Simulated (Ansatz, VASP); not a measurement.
## One calculation of TiN, two programs

```
Ti N
1.0
     2.94966    0.00000    0.00000
     0.00000    2.94966    0.00000
     0.00000    0.00000   27.51436
Ti N
7 7
Direct
  0.50000 0.50000 0.27686
  0.00000 0.00000 0.34922
  0.50000 0.50000 0.42397
  0.00000 0.00000 0.50000
  0.50000 0.50000 0.57603
  0.00000 0.00000 0.65078
  0.50000 0.50000 0.72314
  0.00000 0.00000 0.27107
  0.50000 0.50000 0.34812
  0.00000 0.00000 0.42451
  0.50000 0.50000 0.50000
  0.00000 0.00000 0.57549
  0.50000 0.50000 0.65188
  0.00000 0.00000 0.72893
```

Alike in both runs: functional LDA; k mesh 12 × 12 × 1; occupations gaussian, width 0.1 eV; no spin polarisation.

Ansatz relaxed the structure, and its values are those at the end. VASP's run is a single point on that final structure, the one shown.

```csv
,VASP,Ansatz
version,VASP 6.6.1,Ansatz 0.2.0
potentials or method,"VASP PAW LDA potentials, release 64 (Ti_sv, N), cutoff 520 eV","scalar-relativistic, plane waves, PAW"
valence electrons in the cell,119,119
```

```csv
,VASP,Ansatz,Ansatz less VASP
gap on the k mesh at the Fermi level (eV),none,none,-
rms of the force components (eV/Å),0.016,0.001,-0.0150
"work function, face that differs most (eV)",3.20,3.18,-0.018
```

LDA's correlation is that of Perdew and Zunger in VASP and of Perdew and Wang (1992) in Ansatz. A gap of «none» marks a metal or a gap that the smearing closes. Ansatz's warnings: vacuum density over bound, xc potential rough in thin density.
